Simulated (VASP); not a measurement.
Write the native input for VASP 6.6.1 that does the following.

```yaml
Task: electric field gradients
Functional: PBEsol
Potentials_or_basis: VASP PAW PBE potentials, release 64 (Bi_d)
Cutoff: 520 eV
k_mesh: 9 × 9 × 3
Occupations: fermi-dirac, width 0.08 eV
Spin: no spin polarisation
Dipole_correction: no
Further_INCAR_settings: ALGO = Normal; EDIFF = 1e-08; NBANDS = 22
```

The structure of Bi lies in POSCAR:

```
Bi
1.0
    4.5390002997      0.0000000000      0.0000000000
   -2.2695001499      3.9308895674      0.0000000000
    0.0000000000      0.0000000000     11.8290000000
Bi
2
Direct
    0.3333333333      0.6666666667      0.2500000000
    0.6666666667      0.3333333333      0.7500000000
```

This isn't the form of Bi at room conditions, which is rhombohedral.

The input as run:

INCAR

```
PREC = Accurate
ENCUT = 520
EDIFF = 1E-8
ISMEAR = -1
SIGMA = 0.08
LREAL = False
LASPH = True
NELM = 80
ALGO = Normal
ISIF = 2
LWAVE = False
LCHARG = False
GGA = PS
LEFG = True
NBANDS = 22
```

KPOINTS

```
regular mesh
0
Gamma
  9 9 3
```

Potentials or basis: VASP PAW PBE potentials, release 64 (Bi_d).

Run with:

```bash
$ cat potpaw_PBE.64/Bi_d/POTCAR > POTCAR
$ mpirun -np 1 vasp_std > vasp.out
```

Results of the run:

The pressure is -3.5 GPa, the band gap on the k mesh is zero (bands 15 and 16 overlap by 2.14 eV) and the largest electric field gradient by atom is Bi -225.4 V/Å².

Caveat: the cell stands under tension; without QUAD_EFG the Cq values of the log hold for a quadrupole moment of 1 mb, not for the nuclei; the PAW data sets were made with another functional, which shifts forces and pressure a little; spin-orbit coupling is left out, which moves the levels of the heavy elements.

Wall time 100 s on 1 thread of Intel(R) Xeon(R) Platinum 8488C (Sapphire Rapids), with other jobs on the host, peak memory 0.35 GiB.
